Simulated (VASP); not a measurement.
# BaAg2N2 (I4/mmm) in VASP: single point with PBE

Aim: the single point of BaAg2N2 with PBE.

Program: VASP 6.6.1. These are calculated values, not measurements. Logs are shortened: lines on timing, memory, paths and dates and some standing lists are left out, and cuts for length are marked.

**1. The cell of the first run**

The structure is tetragonal, space group I4/mmm (No. 139). The conventional cell has a = 4.129 Å, b = 4.129 Å, c = 9.749 Å, α = 90.00°, β = 90.00°, γ = 90.00°. Ba (site symmetry 4/mmm) has 10 N at 3.13 to 3.75 Å and 8 Ag at 3.19 Å and 4 Ba at 4.13 Å within 4.2 Å. Within 3.2 Å of Ag (site symmetry -4m2) lie 4 N at 2.44 Å and 4 Ag at 2.92 Å and 4 Ba at 3.19 Å. Within 3.0 Å of N (site symmetry 4mm) lie 1 N at 2.26 Å and 4 Ag at 2.44 Å.

**2. Single point, PBE (As replaced by N, lengths x 0.922, strained)**

Contents of INCAR:

```
SYSTEM = BaAg2N2
PREC     = Accurate       ! precision mode
ENCUT    = 700            ! plane-wave cutoff, eV
EDIFF    = 1E-6           ! SCF threshold, eV
ISMEAR   = 0              ! smearing method
SIGMA    = 0.1            ! smearing width, eV
LREAL    = .FALSE.        ! projectors in reciprocal space
LASPH    = .TRUE.         ! aspherical terms in the spheres
NELM     = 120            ! most SCF steps
ALGO     = Normal         ! electronic algorithm
ISIF     = 2              ! what is computed and relaxed
LWAVE    = .FALSE.        ! write WAVECAR
LCHARG   = .TRUE.         ! write CHGCAR
GGA      = PE             ! functional
LELF     = .TRUE.         ! ELF
LVHAR    = .TRUE.       
NBANDS   = 37             ! bands
GGA_COMPAT= .FALSE.
```

Contents of KPOINTS:

```
Automatic mesh
0
G
  6 6 6
  0 0 0
```

Contents of POSCAR:

```
BaAg2N2
1.0
   -2.0643856639      2.0643856639      4.8743274062
    2.0643856639     -2.0643856639      4.8743274062
    2.0643856639      2.0643856639     -4.8743274062
Ba Ag N
1 2 2
Direct
    0.0000000000      0.0000000000      0.0000000000
    0.7500000000      0.2500000000      0.5000000000
    0.2500000000      0.7500000000      0.5000000000
    0.3842000000      0.3842000000      0.0000000000
    0.6158000000      0.6158000000      0.0000000000
```

Potentials or basis: VASP PAW PBE potentials, release 64 (Ba_sv, Ag_sv_GW, N).

Command:

```console
$ cat potpaw_PBE.64/Ba_sv/POTCAR potpaw_PBE.64/Ag_sv_GW/POTCAR potpaw_PBE.64/N/POTCAR > POTCAR
$ mpirun -np 1 vasp_std > vasp.out
```

OUTCAR:

```text
SYSTEM = BaAg2N2
   PREC = Accurate
   ENCUT = 700
   EDIFF = 1E-6
   ISMEAR = 0
   LREAL = .FALSE.
   LASPH = .TRUE.
   NELM = 120
   ISIF = 2
   GGA = PE

 ion  position               nearest neighbor table
   1  0.000  0.000  0.000-   5 3.13   5 3.13   5 3.13   4 3.13   5 3.13   4 3.13   4 3.13   4 3.13
                             2 3.19   3 3.19   2 3.19   3 3.19   2 3.19   2 3.19   3 3.19   3 3.19
   2  0.750  0.250  0.500-   1 3.19   1 3.19   1 3.19   1 3.19
   3  0.250  0.750  0.500-   1 3.19   1 3.19   1 3.19   1 3.19
   4  0.384  0.384  0.000-   1 3.13   1 3.13   1 3.13   1 3.13
   5  0.616  0.616  0.000-   1 3.13   1 3.13   1 3.13   1 3.13

  LATTYP: Found a body centered tetragonal cell.
 ALAT       =     4.1287713278
 C/A-ratio  =     2.3611515481

  Lattice vectors:

 A1 = (  -2.0643856639,   2.0643856639,   4.8743274062)
 A2 = (   2.0643856639,  -2.0643856639,   4.8743274062)
 A3 = (   2.0643856639,   2.0643856639,  -4.8743274062)

Analysis of symmetry for initial positions (statically):
=====================================================================
 Subroutine PRICEL returns:
 Original cell was already a primitive cell.

 Routine SETGRP: Setting up the symmetry group for a
 body centered tetragonal supercell.

 Subroutine GETGRP returns: Found 16 space group operations
 (whereof 16 operations were pure point group operations)
 out of a pool of 16 trial point group operations.

The static configuration has the point symmetry D_4h.

Analysis of symmetry for dynamics (positions and initial velocities):
=====================================================================
 Subroutine PRICEL returns:
 Original cell was already a primitive cell.

 Routine SETGRP: Setting up the symmetry group for a
 body centered tetragonal supercell.

 Subroutine GETGRP returns: Found 16 space group operations
 (whereof 16 operations were pure point group operations)
 out of a pool of 16 trial point group operations.

The dynamic configuration has the point symmetry D_4h.

 Subroutine INISYM returns: Found 16 space group operations
 (whereof 16 operations are pure point group operations),
 and found     1 'primitive' translations

----------------------------------------------------------------------------------------

                                     Primitive cell

  volume of cell :      83.0915

[... 94 lines left out ...]
   EDIFF  = 0.1E-05   stopping-criterion for ELM
   LREAL  =      F    real-space projection
   EDIFFG = 0.1E-04   stopping-criterion for IOM
   NSW    =      0    number of steps for IOM
   IBRION =     -1    ionic relax: 0-MD 1-quasi-New 2-CG
   NFREE  =      0    steps in history (QN), initial steepest desc. (CG)
   ISIF   =      2    stress and relaxation
   ISYM   =      2    0-nonsym 1-usesym 2-fastsym
   POTIM  = 0.5000    time-step for ionic-motion
   TEBEG  =    0.0;   TEEND  =   0.0 temperature during run
   PSTRESS=    0.0 pullay stress
   NELECT =      58.0000    total number of electrons
   NUPDOWN=      -1.0000    fix difference up-down
   EMIN   =  10.00;   EMAX   =-10.00  energy-range for DOS
   EFERMI =   0.00;   METHOD = LEGACY
   ISMEAR =     0;   SIGMA  =   0.10  broadening in eV -4-tet -1-fermi 0-gaus
   EFERMI_NEDOS =   21; number of points for ismear=-14 and -15
   IALGO  =     38    algorithm
   IMIX   =      4    mixing-type and parameters
     AMIX     =   0.40;   BMIX     =  1.00
     AMIX_MAG =   1.60;   BMIX_MAG =  1.00
  volume/ion in A,a.u.               =      16.62       112.15
  Fermi-wavevector in a.u.,A,eV,Ry     =   1.452219  2.744296 28.693862  2.108939
  Thomas-Fermi vector in A             =   2.569626
   LORBIT       =      0    0 simple, 1 ext, 2 COOP (PROOUT), +10 PAW based schemes
   GGA     = PE    functional components
   LHFCALC =     F    Hartree Fock is set to
   AEXX    =    0.0000 exact exchange contribution
   IVDW    =     0    specifies the selected vdW correction
   LEPSILON=     F    determine dielectric tensor
   LRPA    =     F    only Hartree local field effects (RPA)
 non-spin polarized calculation
 Gauss-broadening in eV      SIGMA  =   0.10
  energy-cutoff  :      700.00
  volume of cell :       83.09
 maximum number of plane-waves:      3528
 NGX is ok and might be reduce to    50
   NGX = 25   NGY = 25   NGZ = 25

 number of electron      58.0000004 magnetization

 Free energy of the ion-electron system (eV)
  ---------------------------------------------------
  ext. energy  EPLUGINS =         0.00000000
  ---------------------------------------------------
  free energy    TOTEN  =       -16.11932141 eV

  energy without entropy =      -16.10664497  energy(sigma->0) =      -16.11298319

 E-fermi :   5.1121     XC(G=0): -11.2423

 val. band max:        5.1033138617   @ k =   0.5000   0.0000   0.0000
 cond. band min:       5.1178277294   @ k =   0.3333   0.3333   0.0000
 fundamental gap:      0.0145138677
 Fermi energy:         5.1121198514

 k-point     1 :       0.0000    0.0000    0.0000
  band No.  band energies     occupation
      1     -86.6401      2.00000
      2     -86.6302      2.00000
      3     -50.1632      2.00000
      4     -50.1496      2.00000
      5     -50.1405      2.00000
      6     -50.1405      2.00000
[... 949 lines left out ...]
     36      10.7701      0.00000
     37      11.2401      0.00000

 [... further k-points ...]

------------------------ aborting loop because EDIFF is reached ----------------------------------------

  FORCE on cell =-STRESS in cart. coord.  units (eV):
  Direction    XX          YY          ZZ          XY          YZ          ZX
  --------------------------------------------------------------------------------------
  -------------------------------------------------------------------------------------
  Total       -0.2988434     -0.2988434      3.5704679      0.0000000      0.0000000      0.0000000
  in kB       -5.7623273     -5.7623273     68.8461019      0.0000000      0.0000000      0.0000000
  external PRESSURE =      19.1071491 kB  Pullay stress =       0.0000000 kB

 VOLUME and BASIS-vectors are now :
 -----------------------------------------------------------------------------
  energy-cutoff  :      700.00
  volume of cell :       83.09
      direct lattice vectors                 reciprocal lattice vectors
    -2.064385664  2.064385664  4.874327406     0.000000000  0.242202806  0.102578255
     2.064385664 -2.064385664  4.874327406     0.242202806  0.000000000  0.102578255
     2.064385664  2.064385664 -4.874327406     0.242202806  0.242202806  0.000000000

 POSITION                                       TOTAL-FORCE (eV/Angst)
 -----------------------------------------------------------------------------------
      0.00000      0.00000      0.00000         0.000000      0.000000      0.000000
     -0.00000      2.06439      2.43716         0.000000      0.000000      0.000000
      2.06439     -0.00000      2.43716         0.000000      0.000000      0.000000
      0.00000      0.00000      3.74543        -0.000000     -0.000000      0.518318
      0.00000      0.00000      6.00322        -0.000000     -0.000000     -0.518318
 -----------------------------------------------------------------------------------
    total drift:                               -0.000000      0.000000      0.000000

  FREE ENERGIE OF THE ION-ELECTRON SYSTEM (eV)
  ---------------------------------------------------
  free  energy   TOTEN  =       -16.1193214066 eV

  energy  without entropy=      -16.1066449693  energy(sigma->0) =      -16.11298319
```

OSZICAR:

```text
N       E                     dE             d eps       ncg     rms          rms(c)
DAV:   1     0.117610370669E+04    0.11761E+04   -0.38439E+04  2324   0.213E+03
DAV:   2     0.995877775288E+02   -0.10765E+04   -0.10309E+04  2228   0.861E+02
DAV:   3    -0.209593582477E+02   -0.12055E+03   -0.11427E+03  3808   0.279E+02
DAV:   4    -0.290143954485E+02   -0.80550E+01   -0.76326E+01  3624   0.678E+01
DAV:   5    -0.293465214636E+02   -0.33213E+00   -0.32703E+00  3648   0.135E+01    0.258E+01
DAV:   6    -0.265142648834E+02    0.28323E+01   -0.18652E+02  3872   0.162E+02    0.212E+01
DAV:   7    -0.167234596970E+02    0.97908E+01   -0.28346E+01  3424   0.722E+01    0.855E+00
DAV:   8    -0.161830671799E+02    0.54039E+00   -0.49989E+00  3278   0.238E+01    0.317E+00
DAV:   9    -0.161209976838E+02    0.62069E-01   -0.40015E-01  3976   0.864E+00    0.899E-01
DAV:  10    -0.161213062551E+02   -0.30857E-03   -0.41560E-02  3923   0.191E+00    0.373E-01
DAV:  11    -0.161190300121E+02    0.22762E-02   -0.12728E-02  3531   0.190E+00    0.108E-01
DAV:  12    -0.161192948385E+02   -0.26483E-03   -0.14885E-03  3229   0.316E-01    0.474E-02
DAV:  13    -0.161193175369E+02   -0.22698E-04   -0.16403E-04  3430   0.187E-01    0.145E-02
DAV:  14    -0.161193204701E+02   -0.29332E-05   -0.16085E-05  2849   0.454E-02    0.485E-03
DAV:  15    -0.161193215102E+02   -0.10401E-05   -0.30144E-06  2350   0.217E-02    0.198E-03
DAV:  16    -0.161193214066E+02    0.10358E-06   -0.55586E-07  1608   0.104E-02
   1 F= -.16119321E+02 E0= -.16112983E+02  d E =-.126764E-01
```

Run time: 3.2 min. Hardware: 1 thread of AMD EPYC 9R45 (Zen 5), shared host; peak memory 0.41 GiB.

Results:

| Quantity | Value |
| --- | --- |
| Free energy | -16.1193 eV |
| Pressure | 1.9 GPa |
| Largest force | 0.518 eV/Å |
| Band gap on the k mesh | zero (bands 29 and 30 overlap by 0.77 eV) |

Forces on the atoms (eV/Å):
```
Ba   0.000  0.000  0.000
Ag   0.000  0.000  0.000
Ag   0.000  0.000  0.000
N    0.000  0.000  0.518
N    0.000  0.000 -0.518
```

Stress tensor (GPa, compression positive):
```
-0.58  0.00  0.00
 0.00 -0.58  0.00
 0.00  0.00  6.88
```

Levels at points of the mesh, in eV from the Fermi level:
| k point | band 25 | band 26 | band 27 | band 28 | band 29 | band 30 | band 31 | band 32 | band 33 | band 34 |
| --- | --- | --- | --- | --- | --- | --- | --- | --- | --- | --- |
| (0.00, 0.00, 0.00) | -2.62 | -1.83 | -1.83 | -0.50 | -0.50 | 0.35 | 1.24 | 1.80 | 4.52 | 5.33 |
| (0.50, 0.00, 0.00) | -3.28 | -3.16 | -1.29 | -0.79 | -0.09 | -0.01 | 1.99 | 3.39 | 3.98 | 4.27 |
| (0.50, 0.50, 0.00) | -3.38 | -1.82 | -1.74 | -1.69 | -1.40 | -0.09 | 3.06 | 4.10 | 4.81 | 5.01 |
| (0.50, 0.50, 0.50) | -1.62 | -1.62 | -1.43 | -1.06 | 0.35 | 0.35 | 1.74 | 2.95 | 3.30 | 4.25 |

Caveat: the cell differs from its parent crystal (As replaced by N, lengths x 0.922, strained); the stress differs along the axes, from -1 to 7 GPa; spin-orbit coupling is left out, which moves the levels of the heavy elements.
